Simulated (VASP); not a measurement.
# Be (P6_3/mmc) in VASP: notebook, part 2 of 2

VASP 6.6.1. Earlier steps stand in the parts before.

## Step 4: Relaxation of shape and atoms at fixed volume, LDA (volume scaled by 1.03)

The input, INCAR:

```
SYSTEM = Be
ALGO = Normal
EDIFF = 1E-6
EDIFFG = -0.01
ENCUT = 600
IBRION = 2
ISIF = 4
ISMEAR = 0
LASPH = .True.
LCHARG = .False.
LREAL = .False.
LWAVE = .False.
NELM = 60
NSW = 50
PREC = Accurate
SIGMA = 0.1
```

The input, KPOINTS:

```
k-points
0
Gamma
  21 21 12
  0 0 0
```

The input, POSCAR:

```
Be
1.0
    2.2482929156      0.0000000000      0.0000000000
   -1.1241464578      1.9470787801      0.0000000000
    0.0000000000      0.0000000000      3.5511506046
Be
2
Direct
    0.3333333333      0.6666666667      0.2500000000
    0.6666666667      0.3333333333      0.7500000000
```

The run is started by

```sh
> cat potpaw_LDA.64/Be/POTCAR > POTCAR
> mpirun -np 1 vasp_std > vasp.out
```

Wall time 11 s (1 thread of Intel Xeon 6975P-C (Granite Rapids), shared host); peak memory 0.14 GiB.

It converged, with:

```yaml
Free_energy: -8.4125 eV
Energy_gained_by_relaxing: 0.0 meV/atom
Ionic_steps: 2
Pressure_after_relaxing: -3.3 GPa
Band_gap_on_the_k_mesh: zero (band 2 reaches 7.88 eV, above the bottom of band 3 at 5.80 eV)
```

Stress tensor (GPa, compression positive):
```
-3.24  0.00  0.00
 0.00 -3.24  0.00
 0.00  0.00 -3.32
```

Final structure:
```
Be
1.0
     2.24912    0.00000    0.00000
    -1.12456    1.94780    0.00000
     0.00000    0.00000    3.54853
Be
2
Direct
  0.33333 0.66667 0.25000
  0.66667 0.33333 0.75000
```

Levels at points of the mesh, in eV from the Fermi level:
```csv
k point,band 1,band 2,band 3,band 4,band 5
"(0.00, 0.00, 0.00)",-11.33,-4.56,1.21,15.95,15.95
"(0.00, 0.00, 0.50)",-9.20,-9.20,10.71,10.71,17.58
```

## Step 5: Relaxation of shape and atoms at fixed volume, LDA (volume scaled by 1.06)

The input, INCAR:

```
PREC     = Accurate       # precision mode
ENCUT    = 600            # plane-wave cutoff, eV
EDIFF    = 1E-7           # SCF threshold, eV
ISMEAR   = 0              # smearing method
SIGMA    = 0.1            # smearing width, eV
LREAL    = F              # projectors in reciprocal space
LASPH    = T              # aspherical terms in the spheres
NELM     = 100            # most SCF steps
ALGO     = Normal         # electronic algorithm
ISIF     = 4              # what is computed and relaxed
LWAVE    = F              # write WAVECAR
LCHARG   = F              # write CHGCAR
IBRION   = 2              # ionic algorithm
NSW      = 50             # ionic steps
EDIFFG   = -0.01          # ionic threshold
```

The input, KPOINTS:

```
Automatic mesh
0
Gamma
  21 21 12
```

The input, POSCAR:

```
Be
1.0
    2.2708025642      0.0000000000      0.0000000000
   -1.1354012821      1.9665727075      0.0000000000
    0.0000000000      0.0000000000      3.5824881608
Be
2
Direct
    0.3333333333      0.6666666667      0.2500000000
    0.6666666667      0.3333333333      0.7500000000
```

The run is started by

```sh
> cat potpaw_LDA.64/Be/POTCAR > POTCAR
> mpirun -np 1 vasp_std > vasp.out
```

It took 14 s on 1 thread of Intel Xeon 6975P-C (Granite Rapids), shared host; peak memory 0.14 GiB.

The run converged. Its results:

| Property | Result |
| --- | --- |
| Free energy | -8.3985 eV |
| Energy gained by relaxing | 0.0 meV/atom |
| Ionic steps | 2 |
| Pressure after relaxing | -6.5 GPa |
| Band gap on the k mesh | zero (band 2 reaches 7.64 eV, above the bottom of band 3 at 5.58 eV) |

Stress tensor (GPa, compression positive):
```
-6.51  0.00  0.00
 0.00 -6.51  0.00
 0.00  0.00 -6.61
```

Final structure:
```xyz
2
Lattice="2.2717 0.0000 0.0000 -1.1359 1.9674 0.0000 0.0000 0.0000 3.5796" Properties=species:S:1:pos:R:3 pbc="T T T"
Be    0.0000    1.3116    0.8949
Be    1.1359    0.6558    2.6847
```

Levels at points of the mesh, in eV from the Fermi level:
```csv
k point,band 1,band 2,band 3,band 4,band 5,band 6
"(0.00, 0.00, 0.00)",-11.18,-4.44,1.14,15.56,15.56,18.37
"(0.00, 0.00, 0.50)",-9.06,-9.06,10.51,10.51,17.16,17.16
```

## Step 6: Relaxation of shape and atoms at fixed volume, LDA (volume scaled by 1.09)

Edit INCAR of step 5 so:

```diff
@@ -8,3 +8,3 @@
 NELM     = 100            # most SCF steps
-ALGO     = Normal         # electronic algorithm
+ALGO     = Fast           # electronic algorithm
 ISIF     = 4              # what is computed and relaxed
@@ -12,2 +12,3 @@
 LCHARG   = F              # write CHGCAR
+GGA      = CA             # functional
 IBRION   = 2              # ionic algorithm
```

The input, KPOINTS:

```
regular mesh
0
Gamma
  21 21 12
```

The input, POSCAR:

```
Be
1.0
    2.2930899663      0.0000000000      0.0000000000
   -1.1465449832      1.9858741640      0.0000000000
    0.0000000000      0.0000000000      3.6126173253
Be
2
Direct
    0.3333333333      0.6666666667      0.2500000000
    0.6666666667      0.3333333333      0.7500000000
```

Potentials or basis: VASP PAW LDA potentials, release 64 (Be).

The run is started by

```sh
> cat potpaw_LDA.64/Be/POTCAR > POTCAR
> mpirun -np 1 vasp_std > vasp.out
```

OUTCAR:

```text
PREC = Accurate
   ENCUT = 600
   EDIFF = 1E-7
   ISMEAR = 0
   LREAL = F
   LASPH = T
   NELM = 100
   ISIF = 4
   GGA = CA
   IBRION = 2
   NSW = 50
   EDIFFG = -0.01

 ion  position               nearest neighbor table
   1  0.333  0.667  0.250-   2 2.24   2 2.24   2 2.24   2 2.24   2 2.24   2 2.24
   2  0.667  0.333  0.750-   1 2.24   1 2.24   1 2.24   1 2.24   1 2.24   1 2.24

  LATTYP: Found a hexagonal cell.
 ALAT       =     2.2930899663
 C/A-ratio  =     1.5754363668

  Lattice vectors:

 A1 = (   2.2930899663,   0.0000000000,   0.0000000000)
 A2 = (  -1.1465449832,   1.9858741640,   0.0000000000)
 A3 = (   0.0000000000,   0.0000000000,   3.6126173253)

Analysis of symmetry for initial positions (statically):
=====================================================================
 Subroutine PRICEL returns:
 Original cell was already a primitive cell.

 Routine SETGRP: Setting up the symmetry group for a
 hexagonal supercell.

 Subroutine GETGRP returns: Found 24 space group operations
 (whereof 12 operations were pure point group operations)
 out of a pool of 24 trial point group operations.

The static configuration has the point symmetry D_3d.
 The point group associated with its full space group is D_6h.

Analysis of symmetry for dynamics (positions and initial velocities):
=====================================================================
 Subroutine PRICEL returns:
 Original cell was already a primitive cell.

 Routine SETGRP: Setting up the symmetry group for a
 hexagonal supercell.

 Subroutine GETGRP returns: Found 24 space group operations
 (whereof 12 operations were pure point group operations)
 out of a pool of 24 trial point group operations.

The dynamic configuration has the point symmetry D_3d.
[... 169 lines left out ...]
     0.000000000  0.000000000  3.612617325     0.000000000  0.000000000  0.276807619

 POSITION                                       TOTAL-FORCE (eV/Angst)
 -----------------------------------------------------------------------------------
     -0.00000      1.32392      0.90315         0.000000     -0.000000      0.000000
      1.14654      0.66196      2.70946        -0.000000      0.000000      0.000000
 -----------------------------------------------------------------------------------
    total drift:                                0.000000     -0.000000      0.000000

  FREE ENERGIE OF THE ION-ELECTRON SYSTEM (eV)
  ---------------------------------------------------
  free  energy   TOTEN  =        -8.3758352194 eV

  energy  without entropy=       -8.3742751204  energy(sigma->0) =       -8.37505517

--------------------------------------- Ionic step        2  -------------------------------------------

 number of electron       4.0000000 magnetization

 Free energy of the ion-electron system (eV)
  ---------------------------------------------------
  ext. energy  EPLUGINS =         0.00000000
  ---------------------------------------------------
  free energy    TOTEN  =        -8.37586052 eV

  energy without entropy =       -8.37428749  energy(sigma->0) =       -8.37507400

 E-fermi :   6.4924     XC(G=0): -10.4918

 val. band max:        6.4520285677   @ k =   0.2857   0.2381   0.0833
 cond. band min:       6.4986170605   @ k =   0.3333   0.0476   0.0000
 fundamental gap:      0.0465884928
 Fermi energy:         6.4923834942

 k-point     1 :       0.0000    0.0000    0.0000
  band No.  band energies     occupation
      1      -4.5320      2.00000
      2       2.1668      2.00000
      3       7.5611      0.00000
      4      21.6895      0.00000
      5      21.6895      0.00000
      6      24.4443      0.00000
[... 199 lines left out ...]
 k-point    24 :       0.1905    0.0952    0.0000
  band No.  band energies     occupation
      1      -2.7587      2.00000
      2       4.4723      2.00000
      3       7.8439      0.00000
      4      14.3741      0.00000
      5      16.5125      0.00000
      6      22.0886      0.00000

 [... further k-points ...]
[... 5 lines left out ...]
  --------------------------------------------------------------------------------------
  -------------------------------------------------------------------------------------
  Total       -0.9644332     -0.9644332     -0.9763436      0.0000000      0.0000000      0.0000000
  in kB      -93.9264620    -93.9264620    -95.0864210      0.0000000      0.0000000      0.0000000
  external PRESSURE =     -94.3131150 kB  Pullay stress =       0.0000000 kB

 VOLUME and BASIS-vectors are now :
 -----------------------------------------------------------------------------
  energy-cutoff  :      600.00
  volume of cell :       16.45
      direct lattice vectors                 reciprocal lattice vectors
     2.294021679  0.000000000  0.000000000     0.435915671  0.251676030  0.000000000
    -1.147010839  1.986681051  0.000000000    -0.000000000  0.503352060  0.000000000
     0.000000000 -0.000000000  3.609683406     0.000000000 -0.000000000  0.277032606

 POSITION                                       TOTAL-FORCE (eV/Angst)
 -----------------------------------------------------------------------------------
     -0.00000      1.32445      0.90242         0.000000     -0.000000      0.000000
      1.14701      0.66223      2.70726        -0.000000      0.000000      0.000000
 -----------------------------------------------------------------------------------
    total drift:                                0.000000     -0.000000      0.000000

  FREE ENERGIE OF THE ION-ELECTRON SYSTEM (eV)
  ---------------------------------------------------
  free  energy   TOTEN  =        -8.3758605178 eV

  energy  without entropy=       -8.3742874913  energy(sigma->0) =       -8.37507400

 reached required accuracy - stopping structural energy minimisation
```

CONTCAR:

```text
Be
   1.00000000000000
     2.2940216788079115    0.0000000000013269    0.0000000000000000
    -1.1470108394528269    1.9866810506992545    0.0000000000000000
     0.0000000000000000   -0.0000000000000000    3.6096834060208374
  Be
     2
Direct
     0.3333333332999970    0.6666666667000030    0.2500000000000000
     0.6666666667000030    0.3333333332999970    0.7500000000000000

  0.00000000E+00  0.00000000E+00  0.00000000E+00
  0.00000000E+00  0.00000000E+00  0.00000000E+00
```

It took 13 s on 1 thread of Intel Xeon 6975P-C (Granite Rapids), shared host; peak memory 0.14 GiB.

What came out:

```
Free energy               : -8.3759 eV
Energy gained by relaxing : 0.0 meV/atom
Ionic steps               : 2
Pressure after relaxing   : -9.4 GPa
Band gap on the k mesh    : zero (band 2 reaches 7.41 eV, above the bottom of band 3 at 5.38 eV)
```

Final structure:
```
Be
1.0
     2.29402    0.00000    0.00000
    -1.14701    1.98668    0.00000
     0.00000    0.00000    3.60968
Be
2
Direct
  0.33333 0.66667 0.25000
  0.66667 0.33333 0.75000
```

Levels at points of the mesh, in eV from the Fermi level:
```csv
k point,band 1,band 2,band 3,band 4,band 5
"(0.00, 0.00, 0.00)",-11.02,-4.33,1.07,15.20,15.20
"(0.00, 0.00, 0.50)",-8.93,-8.93,10.32,10.32,16.76
```

## Step 7: Overview

```csv
task,cell,gap on the mesh (eV),pressure (GPa)
relaxation of shape and atoms at fixed volume,"relaxed from a = 2.204, b = 2.204, c = 3.481 Å, angles 90.0, 90.0, 120.0°, 2 atoms",none,4.7
relaxation of cell and atoms,"relaxed from a = 2.236, b = 2.236, c = 3.490 Å, angles 90.0, 90.0, 120.0°, 2 atoms",none,0.0
relaxation of shape and atoms at fixed volume,"relaxed from a = 2.248, b = 2.248, c = 3.551 Å, angles 90.0, 90.0, 120.0°, 2 atoms",none,-3.3
relaxation of shape and atoms at fixed volume,"relaxed from a = 2.271, b = 2.271, c = 3.582 Å, angles 90.0, 90.0, 120.0°, 2 atoms",none,-6.5
relaxation of shape and atoms at fixed volume,"relaxed from a = 2.293, b = 2.293, c = 3.613 Å, angles 90.0, 90.0, 120.0°, 2 atoms",none,-9.4
```

Alike in all rows: level LDA; potentials or basis VASP PAW LDA potentials, release 64 (Be); no spin polarisation; k mesh 21 × 21 × 12; cutoff (eV) 600; smearing gaussian 0.1 eV.

Absolute energies hang on the potentials; compare differences alone.
